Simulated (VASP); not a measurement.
AlN:

```xyz
4
Lattice="3.0495 0.0000 0.0000 -1.5247 2.6409 0.0000 0.0000 0.0000 4.8793" Properties=species:S:1:pos:R:3 pbc="T T T"
Al    1.5247    0.8803    2.4397
Al    0.0000    1.7606    0.0000
N     1.5247    0.8803    4.2938
N     0.0000    1.7606    1.8541
```

Base run:

```yaml
Program: VASP 6.6.1
Functional: BLYP
Potentials_or_basis: VASP PAW PBE potentials, release 64 (Al, N)
Cutoff: 520 eV
k_mesh: 10 × 10 × 6
Occupations: fermi-dirac, width 0.05 eV
Spin: no spin polarisation
```

Its results: band gap on the k mesh 5.07 eV, direct; pressure 22.0 GPa; largest force 0.166 eV/Å.

Q: After a change of settings the same cell gave: band gap on the k mesh 4.82 eV, direct; pressure -2.0 GPa; largest force 0.200 eV/Å. Which change was it?
A. functional from BLYP to LDA; potentials or basis from VASP PAW PBE potentials, release 64 (Al, N) to VASP PAW LDA potentials, release 64 (Al, N)
B. functional from BLYP to RPBE; dispersion from none to D3(BJ)
C. functional from BLYP to PBEsol
D. functional from BLYP to SVWN5; further incar settings from ALGO = Normal; EDIFF = 1e-06; NBANDS = 16 to ALGO = Normal; EDIFF = 1e-07; NBANDS = 16

A: B.

Caveats: the PAW data sets were made with another functional, which shifts forces and pressure a little.
